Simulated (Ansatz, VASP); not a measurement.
One calculation of NbSnTe4, two programs

```
Nb Sn Te
1.0
     0.00000    4.60807    4.60807
     4.60807    0.00000    4.60807
     4.60807    4.60807    0.00000
Nb Sn Te
1 1 4
Direct
  0.50000 0.50000 0.50000
  0.25000 0.25000 0.25000
  0.87474 0.37579 0.87474
  0.87474 0.87474 0.37579
  0.87474 0.87474 0.87474
  0.37579 0.87474 0.87474
```

Change from the starting cell: species swapped into the YScFe4 type (F-43m, No. 216).

Alike in both runs: task single point; functional PBE; k mesh 4 × 4 × 4; occupations gaussian, width 0.1 eV; no spin polarisation.

```csv
,VASP,Ansatz
version,VASP 6.6.1,Ansatz 0.2.0
potentials or method,"VASP PAW PBE potentials, release 64 (Nb_sv, Sn_d, Te), cutoff 520 eV","scalar-relativistic, plane waves, PAW"
valence electrons in the cell,51,91
```

```tsv
	VASP	Ansatz	Ansatz less VASP
gap on the k mesh at the Fermi level (eV)	none	none	-
pressure (GPa)	-5.2	-5.2	+0.06
rms of the force components (eV/Å)	0.055	0.055	-0.0002
```

Atom by atom the forces differ by 0.000 eV/Å (rms over components). A gap of «none» marks a metal or a gap that the smearing closes. With one functional, cell and mesh, what is left measures potentials, basis and numerics. VASP's potentials hold 51 valence electrons a cell and Ansatz's 91, so a difference there can come from the potentials and not from the codes.

Neither program's run includes spin-orbit coupling.
